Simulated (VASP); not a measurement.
# ZrS2 in VASP: single point with r2SCAN+rVV10

Aim: the single point of ZrS2 with r2SCAN+rVV10.

Everything below comes from runs of VASP 6.6.1. Logs are shortened: lines on timing, memory, paths and dates and some standing lists are left out, and cuts for length are marked.

**1. The cell of the first run**

The cell holds a sheet with vacuum, 3 atoms: a = 3.678 Å, b = 3.678 Å, c = 29.600 Å, α = 90.00°, β = 90.00°, γ = 120.00°.

**2. Single point, r2SCAN+rVV10**

POSCAR reads:

```
ZrS2
1.0
    3.6780737893      0.0000000000      0.0000000000
   -1.8390368946      3.1853053385      0.0000000000
    0.0000000000      0.0000000000     29.6000000022
S Zr
2 1
Direct
    0.3333333333      0.6666666667      0.2368018432
    0.6666666667      0.3333333333      0.3341441027
    0.0000000000      0.0000000000      0.2854729730
```

INCAR.step1 reads:

```
SYSTEM = ZrS2
  PREC = Accurate
  ENCUT = 440
  ISMEAR = 0
  SIGMA = 0.03
  LREAL = .FALSE.
  LASPH = .TRUE.
  NELM = 120
  LDIPOL = .TRUE.
  IDIPOL = 3
  DIPOL = 0.5 0.5 0.285
  NBANDS = 19
  GGA = PE
  ALGO = Normal
  EDIFF = 1E-5
  LWAVE = .TRUE.
  LCHARG = .FALSE.
  GGA_COMPAT = .FALSE.
  NELMDL = -8
```

INCAR.step2 reads:

```
SYSTEM = ZrS2
  PREC = Accurate
  ENCUT = 440
  EDIFF = 1E-6
  ISMEAR = 0
  SIGMA = 0.03
  LREAL = .FALSE.
  LASPH = .TRUE.
  NELM = 120
  ALGO = Normal
  ISIF = 2
  LWAVE = .FALSE.
  LCHARG = .FALSE.
  LDIPOL = .TRUE.
  IDIPOL = 3
  DIPOL = 0.5 0.5 0.285
  METAGGA = R2SCAN
  LMIXTAU = .TRUE.
  LUSE_VDW = .TRUE.
  IVDW_NL = 2
  BPARAM = 11.95
  CPARAM = 0.0093
  NBANDS = 19
  ISTART = 1
  GGA_COMPAT = .FALSE.
```

KPOINTS reads:

```
regular mesh
0
G
  12 12 1
  0 0 0
```

Potentials or basis: VASP PAW PBE potentials, release 64 (S, Zr_sv).

Started as:

```console
$ cat potpaw_PBE.64/S/POTCAR potpaw_PBE.64/Zr_sv/POTCAR > POTCAR
$ cp INCAR.step1 INCAR
$ mpirun -np 1 vasp_std > vasp.out
$ cp INCAR.step2 INCAR
$ mpirun -np 1 vasp_std > vasp.out
```

OUTCAR:

```text
SYSTEM = ZrS2
   PREC = Accurate
   ENCUT = 440
   EDIFF = 1E-6
   ISMEAR = 0
   LREAL = .FALSE.
   LASPH = .TRUE.
   NELM = 120
   ISIF = 2
   METAGGA = R2SCAN
   IVDW_NL = 2
   BPARAM = 11.95
   ISTART = 1

 ion  position               nearest neighbor table
   1  0.333  0.667  0.237-   3 2.57   3 2.57   3 2.57
   2  0.667  0.333  0.334-   3 2.57   3 2.57   3 2.57
   3  0.000  0.000  0.285-   2 2.57   2 2.57   2 2.57   1 2.57   1 2.57   1 2.57

  LATTYP: Found a hexagonal cell.
 ALAT       =     3.6780737893
 C/A-ratio  =     8.0476906386

  Lattice vectors:

 A1 = (   3.6780737893,   0.0000000000,   0.0000000000)
 A2 = (  -1.8390368946,   3.1853053385,   0.0000000000)
 A3 = (   0.0000000000,   0.0000000000,  29.6000000022)

Analysis of symmetry for initial positions (statically):
=====================================================================
 Subroutine PRICEL returns:
 Original cell was already a primitive cell.

 Routine SETGRP: Setting up the symmetry group for a
 hexagonal supercell.

 Subroutine GETGRP returns: Found 12 space group operations
 (whereof  6 operations were pure point group operations)
 out of a pool of 24 trial point group operations.

The static configuration has the point symmetry C_3v.
 The point group associated with its full space group is D_3d.

Analysis of symmetry for dynamics (positions and initial velocities):
=====================================================================
 Subroutine PRICEL returns:
 Original cell was already a primitive cell.

 Routine SETGRP: Setting up the symmetry group for a
 hexagonal supercell.

 Subroutine GETGRP returns: Found 12 space group operations
 (whereof  6 operations were pure point group operations)
 out of a pool of 24 trial point group operations.

The dynamic configuration has the point symmetry C_3v.
 The point group associated with its full space group is D_3d.

 Subroutine INISYM returns: Found 12 space group operations
 (whereof  6 operations are pure point group operations),
 and found     1 'primitive' translations

----------------------------------------------------------------------------------------

                                     Primitive cell

  volume of cell :     346.7873

  direct lattice vectors                    reciprocal lattice vectors
     3.678073789  0.000000000  0.000000000     0.271881440  0.156970823  0.000000000
    -1.839036895  3.185305339  0.000000000     0.000000000  0.313941646  0.000000000
     0.000000000  0.000000000 29.600000002     0.000000000  0.000000000  0.033783784

  length of vectors
     3.678073789  3.678073789 29.600000002     0.313941646  0.313941646  0.033783784

  position of ions in fractional coordinates (direct lattice)
     0.333333333  0.666666667  0.236801843
     0.666666667  0.333333333  0.334144103
     0.000000000  0.000000000  0.285472973

  ion indices of the primitive-cell ions
   primitive index   ion index
                 1           1
                 2           2
                 3           3

----------------------------------------------------------------------------------------

 KPOINTS: regular mesh

Automatic generation of k-mesh.
 Grid dimensions read from file:
 generate k-points for:   12   12    1

 Generating k-lattice:

  Cartesian coordinates                     Fractional coordinates (reciprocal lattice)
     0.022656787  0.013080902  0.000000000     0.083333333  0.000000000  0.000000000
     0.000000000  0.026161804  0.000000000     0.000000000  0.083333333  0.000000000
     0.000000000  0.000000000  0.033783784     0.000000000  0.000000000  1.000000000

  Length of vectors
     0.026161804  0.026161804  0.033783784

  Shift w.r.t. Gamma in fractional coordinates (k-lattice)
     0.000000000  0.000000000  0.000000000

 Subroutine IBZKPT returns following result:
 ===========================================

 Found     19 irreducible k-points:

 Following reciprocal coordinates:
            Coordinates               Weight
  0.000000  0.000000  0.000000      1.000000
  0.083333 -0.000000  0.000000      6.000000
  0.166667 -0.000000  0.000000      6.000000
  0.250000  0.000000  0.000000      6.000000
  0.333333 -0.000000  0.000000      6.000000
  0.416667  0.000000  0.000000      6.000000
[... 11 lines left out ...]
  0.333333  0.250000  0.000000     12.000000
  0.333333  0.333333  0.000000      2.000000
   k-points           NKPTS =     19   k-points in BZ     NKDIM =     19   number of bands    NBANDS=     19
   number of dos      NEDOS =    301   number of ions     NIONS =      3
   total plane-waves  NPLWV = 164640
   dimension x,y,z NGX =    28 NGY =   28 NGZ =  210
   dimension x,y,z NGXF=    56 NGYF=   56 NGZF=  420
   ions per type =               2   1
   NGX,Y,Z   is equivalent  to a cutoff of  12.66, 12.66, 11.79 a.u.
   NGXF,Y,Z  is equivalent  to a cutoff of  25.31, 25.31, 23.59 a.u.
 SYSTEM =  ZrS2
   PREC   = accura    normal or accurate (medium, high low for compatibility)
   ISTART =      1    job   : 0-new  1-cont  2-samecut
   ICHARG =      0    charge: 1-file 2-atom 10-const
   ISPIN  =      1    spin polarized calculation?
   LNONCOLLINEAR =      F non collinear calculations
   LSORBIT =      F    spin-orbit coupling
   LASPH  =      T    aspherical Exc in radial PAW
   ENCUT  =  440.0 eV  32.34 Ry    5.69 a.u.   6.29  6.29 50.63*2*pi/ulx,y,z
   NELM   =    120;   NELMIN=  2; NELMDL=  0     # of ELM steps
   EDIFF  = 0.1E-05   stopping-criterion for ELM
   LREAL  =      F    real-space projection
   EDIFFG = 0.1E-04   stopping-criterion for IOM
   NSW    =      0    number of steps for IOM
   IBRION =     -1    ionic relax: 0-MD 1-quasi-New 2-CG
   NFREE  =      0    steps in history (QN), initial steepest desc. (CG)
   ISIF   =      2    stress and relaxation
   ISYM   =      2    0-nonsym 1-usesym 2-fastsym
   POTIM  = 0.5000    time-step for ionic-motion
   TEBEG  =    0.0;   TEEND  =   0.0 temperature during run
   PSTRESS=    0.0 pullay stress
   NELECT =      24.0000    total number of electrons
   NUPDOWN=      -1.0000    fix difference up-down
   EMIN   =  10.00;   EMAX   =-10.00  energy-range for DOS
   EFERMI =   0.00;   METHOD = LEGACY
   ISMEAR =     0;   SIGMA  =   0.03  broadening in eV -4-tet -1-fermi 0-gaus
   EFERMI_NEDOS =   21; number of points for ismear=-14 and -15
   IALGO  =     38    algorithm
   IMIX   =      4    mixing-type and parameters
     AMIX     =   0.40;   BMIX     =  1.00
     AMIX_MAG =   1.60;   BMIX_MAG =  1.00
  volume/ion in A,a.u.               =     115.60       780.08
  Fermi-wavevector in a.u.,A,eV,Ry     =   0.672137  1.270154  6.146670  0.451768
  Thomas-Fermi vector in A             =   1.748166
   LORBIT       =      0    0 simple, 1 ext, 2 COOP (PROOUT), +10 PAW based schemes
   METAGGA = R2SCAN    functional components
   LHFCALC =     F    Hartree Fock is set to
   AEXX    =    0.0000 exact exchange contribution
   IVDW_NL    =     2    kernel type
   BPARAM     =11.9500
   IVDW    =     0    specifies the selected vdW correction
   LEPSILON=     F    determine dielectric tensor
   LRPA    =     F    only Hartree local field effects (RPA)
 non-spin polarized calculation
 Gauss-broadening in eV      SIGMA  =   0.03
  energy-cutoff  :      440.00
  volume of cell :      346.79
 maximum number of plane-waves:      7325
 NGX is ok and might be reduce to    28
   NGX = 13   NGY = 13   NGZ =101

 dipolmoment           0.000000      0.000000      0.000003 electrons x Angstroem

 number of electron      23.9999998 magnetization

 dipolmoment           0.000000      0.000000     -0.000001 electrons x Angstroem

 Free energy of the ion-electron system (eV)
  ---------------------------------------------------
  ext. energy  EPLUGINS =         0.00000000
  ---------------------------------------------------
  free energy    TOTEN  =       -43.43608339 eV

  energy without entropy =      -43.43608339  energy(sigma->0) =      -43.43608339

 E-fermi :  -4.3759     XC(G=0):  -2.1933

 val. band max:       -4.6158772157   @ k =   0.0000   0.0000   0.0000
 cond. band min:      -3.0849198903   @ k =   0.5000   0.0000   0.0000
 fundamental gap:      1.5309573254
 Fermi energy:        -4.3759489603

 k-point     1 :       0.0000    0.0000    0.0000
  band No.  band energies     occupation
      1     -55.1063      2.00000
      2     -32.4634      2.00000
      3     -32.3073      2.00000
      4     -32.3073      2.00000
      5     -17.5182      2.00000
      6     -16.3042      2.00000
[... 11 lines left out ...]
     18       1.7234      0.00000
     19       2.0684      0.00000

 k-point     2 :       0.0833   -0.0000    0.0000
  band No.  band energies     occupation
      1     -55.1050      2.00000
      2     -32.4593      2.00000
      3     -32.3257      2.00000
      4     -32.3112      2.00000
      5     -17.4451      2.00000
      6     -16.3175      2.00000
[... 11 lines left out ...]
     18       1.9127      0.00000
     19       2.2234      0.00000

 k-point     3 :       0.1667   -0.0000    0.0000
  band No.  band energies     occupation
      1     -55.1014      2.00000
      2     -32.4483      2.00000
      3     -32.3752      2.00000
      4     -32.3218      2.00000
      5     -17.2421      2.00000
      6     -16.3521      2.00000
[... 11 lines left out ...]
     18       2.3590      0.00000
     19       2.5789      0.00000

 k-point     4 :       0.2500    0.0000    0.0000
  band No.  band energies     occupation
      1     -55.0966      2.00000
      2     -32.4455      2.00000
      3     -32.4296      2.00000
      4     -32.3361      2.00000
      5     -16.9631      2.00000
      6     -16.3863      2.00000
[... 11 lines left out ...]
     18       2.8783      0.00000
     19       3.0844      0.00000

 k-point     5 :       0.3333   -0.0000    0.0000
  band No.  band energies     occupation
      1     -55.0917      2.00000
      2     -32.5090      2.00000
      3     -32.4166      2.00000
      4     -32.3504      2.00000
      5     -16.7309      2.00000
      6     -16.3507      2.00000
[... 11 lines left out ...]
     18       2.9429      0.00000
     19       3.7143      0.00000
[... 224 lines left out ...]
      2     -32.5501      2.00000
      3     -32.4077      2.00000
      4     -32.3982      2.00000
      5     -16.5409      2.00000
      6     -16.1823      2.00000
[... 11 lines left out ...]
     18       3.4361      0.00000
     19       4.0108      0.00000

 k-point    17 :       0.2500    0.2500    0.0000
  band No.  band energies     occupation
      1     -55.0869      2.00000
      2     -32.5217      2.00000
      3     -32.4200      2.00000
      4     -32.3999      2.00000
      5     -16.4253      2.00000
      6     -16.3748      2.00000
[... 11 lines left out ...]
     18       4.1318      0.00000
     19       4.2853      0.00000

 k-point    18 :       0.3333    0.2500    0.0000
  band No.  band energies     occupation
      1     -55.0851      2.00000
      2     -32.5235      2.00000
      3     -32.4455      2.00000
      4     -32.3964      2.00000
      5     -16.4232      2.00000
      6     -16.2667      2.00000
[... 11 lines left out ...]
     18       4.2591      0.00000
     19       4.6105      0.00000

 k-point    19 :       0.3333    0.3333    0.0000
  band No.  band energies     occupation
      1     -55.0844      2.00000
      2     -32.4899      2.00000
      3     -32.4899      2.00000
      4     -32.3946      2.00000
      5     -16.3257      2.00000
      6     -16.3257      2.00000
[... 11 lines left out ...]
     18       4.7589      0.00000
     19       5.1495      0.00000

------------------------ aborting loop because EDIFF is reached ----------------------------------------

 vacuum level on the upper side and lower side of the slab       (xc-potential included)         0.039         0.040

  FORCE on cell =-STRESS in cart. coord.  units (eV):
  Direction    XX          YY          ZZ          XY          YZ          ZX
  --------------------------------------------------------------------------------------
  -------------------------------------------------------------------------------------
  Total        0.0073668      0.0073668      0.0075761      0.0000000     -0.0000000     -0.0000000
  in kB        0.0340352      0.0340352      0.0350019      0.0000000     -0.0000000     -0.0000000
  external PRESSURE =       0.0343575 kB  Pullay stress =       0.0000000 kB

 VOLUME and BASIS-vectors are now :
 -----------------------------------------------------------------------------
  energy-cutoff  :      440.00
  volume of cell :      346.79
      direct lattice vectors                 reciprocal lattice vectors
     3.678073789  0.000000000  0.000000000     0.271881440  0.156970823  0.000000000
    -1.839036895  3.185305339  0.000000000     0.000000000  0.313941646  0.000000000
     0.000000000  0.000000000 29.600000002     0.000000000  0.000000000  0.033783784

 POSITION                                       TOTAL-FORCE (eV/Angst)
 -----------------------------------------------------------------------------------
     -0.00000      2.12354      7.00933        -0.000000      0.000000     -0.011002
      1.83904      1.06177      9.89067         0.000000      0.000000      0.011002
      0.00000      0.00000      8.45000        -0.000000      0.000000      0.000000
 -----------------------------------------------------------------------------------
    total drift:                               -0.000000      0.000000     -0.000027

  FREE ENERGIE OF THE ION-ELECTRON SYSTEM (eV)
  ---------------------------------------------------
  free  energy   TOTEN  =       -43.4360833880 eV

  energy  without entropy=      -43.4360833880  energy(sigma->0) =      -43.43608339

 vacuum level on the upper side and lower side of the slab         2.216         2.217
```

Wall time 46 min (1 thread of Intel Xeon 8259CL, shared host); peak memory 1.1 GiB.

What came out:

- Free energy: -43.4361 eV
- Largest force: 0.011 eV/Å
- Band gap on the k mesh: 1.53 eV (least direct gap 2.03 eV)

Forces on the atoms (eV/Å):
```
S    0.000  0.000 -0.011
S    0.000  0.000  0.011
Zr   0.000  0.000  0.000
```

Levels at points of the mesh, in eV from the valence-band top:
```csv
k point,band 9,band 10,band 11,band 12,band 13,band 14,band 15,band 16
"(0.00, 0.00, 0.00)",-2.73,-0.80,0.00,0.00,2.03,2.03,3.06,5.66
"(0.50, 0.00, 0.00)",-2.48,-2.22,-1.14,-0.97,1.53,3.78,4.09,6.02
```

Caveat: the PAW data sets were made with another functional, which shifts forces and pressure a little.
